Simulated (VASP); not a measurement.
A run of VASP 6.6.1:

File INCAR:

```
ALGO = Normal ; EDIFF = 1E-7
ENCUT = 520 ; GGA = PS
ISIF = 2 ; ISMEAR = 0
ISPIN = 2 ; LASPH = True
LCHARG = True ; LELF = True
LMAXMIX = 4 ; LORBIT = 11
LREAL = False ; LUSENCCL = False
LVHAR = True ; LWAVE = False
MAGMOM = 0 0 0.15 0.15 ; NBANDS = 28
NELM = 150 ; NUPDOWN = 0.3
PREC = Accurate ; SIGMA = 0.15
```

KPOINTS

```
k-points
0
Gamma
  12 12 8
```

Contents of POSCAR:

```
TePt
1.0
    4.0468557559      0.0000000000      0.0000000000
   -2.0234278779      3.5046798901      0.0000000000
    0.0000000000      0.0000000000      5.3103257814
Te Pt
2 2
Direct
    0.3333333333      0.6666666667      0.2500000000
    0.6666666667      0.3333333333      0.7500000000
    0.0000000000      0.0000000000      0.0000000000
    0.0000000000      0.0000000000      0.5000000000
```

Potentials or basis: VASP PAW PBE potentials, release 64 (Te, Pt).

The run is started by

```console
$ cat potpaw_PBE.64/Te/POTCAR potpaw_PBE.64/Pt/POTCAR > POTCAR
$ mpirun -np 1 vasp_std > vasp.out
```

Hardware: 1 × NVIDIA H100 80GB with 1 thread of Intel(R) Xeon(R) Platinum 8481C CPU @ 2.70GHz (Sapphire Rapids), on a shared host.

Q: How long does it take, and how much memory?

A: It took 6.7 min on 1 × NVIDIA H100 80GB with 1 thread of Intel(R) Xeon(R) Platinum 8481C CPU @ 2.70GHz (Sapphire Rapids), on a shared host, peak memory 1.4 GiB. Counts: scf iterations 14, k points 95.
